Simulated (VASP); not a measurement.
Wanted: the native input for a VASP 6.6.1 run.

```
Task                   : single point
Functional             : PBE
Dispersion             : D3(BJ)
Potentials or basis    : VASP PAW PBE potentials, release 64 (C, Cl, H)
Cutoff                 : 520 eV
k mesh                 : 1 × 1 × 1
Occupations            : gaussian, width 0.005 eV
Spin                   : no spin polarisation
Dipole correction      : no
Further INCAR settings : ALGO = Normal; EDIFF = 1e-06; NBANDS = 15; ISYM = 0
```

The structure of CClH3 lies in POSCAR:

```
H3CCl
1.0
   14.0000000000      0.0000000000      0.0000000000
    0.0000000000     14.5000000000      0.0000000000
    0.0000000000      0.0000000000     15.0000000000
C Cl H
1 1 3
Direct
    0.4511320711      0.4876723674      0.4963336240
    0.5787486387      0.4946441191      0.4987464036
    0.4301750839      0.4431264737      0.4408713396
    0.4266864124      0.4586791225      0.5596328595
    0.4224891220      0.5571670388      0.4870961597
```

The input as run:

INCAR

```
SYSTEM = H3CCl
PREC = Accurate ; ENCUT = 520
EDIFF = 1E-6 ; ISMEAR = 0
SIGMA = 0.005 ; LREAL = .False.
LASPH = .True. ; NELM = 60
ALGO = Normal ; ISIF = 2
LWAVE = .False. ; LCHARG = .True.
GGA = PE ; IVDW = 12
LELF = .True. ; LVHAR = .True.
ISYM = 0 ; NBANDS = 15
```

KPOINTS

```
Automatic mesh
0
Gamma
  1 1 1
  0 0 0
```

Potentials or basis: VASP PAW PBE potentials, release 64 (C, Cl, H).

Command:

```bash
$ cat potpaw_PBE.64/C/POTCAR potpaw_PBE.64/Cl/POTCAR potpaw_PBE.64/H/POTCAR > POTCAR
$ mpirun -np 1 vasp_gam > vasp.out
```

It gave:

```json
{
 "Largest force": "0.112 eV/Å",
 "Gap between the frontier levels": "6.23 eV",
 "Dispersion energy per atom": "-0.012 eV"
}
```

Run time: 5.7 min on 1 thread of Oxide Virtual Turin-like Processor (shared host), peak memory 1.8 GiB.
